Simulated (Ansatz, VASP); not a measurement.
**WS2: VASP beside Ansatz**

INCAR

```
ALGO = Normal ; EDIFF = 1E-6
ENCUT = 520 ; GGA = PS
ISIF = 2 ; ISMEAR = 0
LASPH = True ; LCHARG = False
LREAL = False ; LWAVE = False
NBANDS = 20 ; NELM = 60
PREC = Accurate ; SIGMA = 0.05
```

File KPOINTS:

```
k-points
0
Gamma
  12 12 2
```

The input POSCAR:

```
WS2
1.0
    3.2244206304      0.0000000000      0.0000000000
   -1.6122103152      2.7924301784      0.0000000000
    0.0000000000      0.0000000000     17.3772566117
W S
1 2
Direct
    0.3333333333      0.6666666667      0.0000000000
    0.6666666667      0.3333333333      0.9075761491
    0.6666666667      0.3333333333      0.0924238509
```

Input for Ansatz:

```yaml
crystal:
  lattice:
    - [3.2244206304, 0.0, 0.0]
    - [-1.6122103152, 2.7924301784, 0.0]
    - [0.0, 0.0, 17.3772566117]
  atoms:
    - { symbol: W, position: [0.3333333333, 0.6666666667, 0.0] }
    - { symbol: S, position: [0.6666666667, 0.3333333333, 0.9075761491] }
    - { symbol: S, position: [0.6666666667, 0.3333333333, 0.0924238509] }
basis:
  ecutwfc: 420
kpoints:
  mp_grid: { grid: [12, 12, 2] }
hamiltonian:
  xc: pbesol
scf:
  occupations: { method: gaussian, width: 0.05 }
output:
  forces: true
  stress: true
  eigenvalues: true
```

Change from the starting cell: strain +0.025 along x and y, +0.025 along z, atoms carried along.

Alike in both runs: task single point; functional PBEsol; k mesh 12 × 12 × 2; occupations gaussian, width 0.05 eV; no spin polarisation.

```csv
,VASP,Ansatz
version,VASP 6.6.1,Ansatz 0.2.0
potentials or method,"VASP PAW PBE potentials, release 64 (W_sv, S), cutoff 520 eV","scalar-relativistic, plane waves, PAW"
valence electrons in the cell,26,26
```

```csv
,VASP,Ansatz,Ansatz less VASP
gap on the k mesh at the Fermi level (eV),1.76,1.75,-0.003
least direct gap on the mesh (eV),1.76,1.75,-0.003
rms of the force components (eV/Å),0.571,0.580,+0.0088
```

VASP's potentials were made for PBE, not for PBEsol. Atom by atom the forces differ by 0.009 eV/Å (rms over components). The functional is the same, so the differences come from potentials, cutoffs and numerics.

Spin-orbit coupling is off throughout.
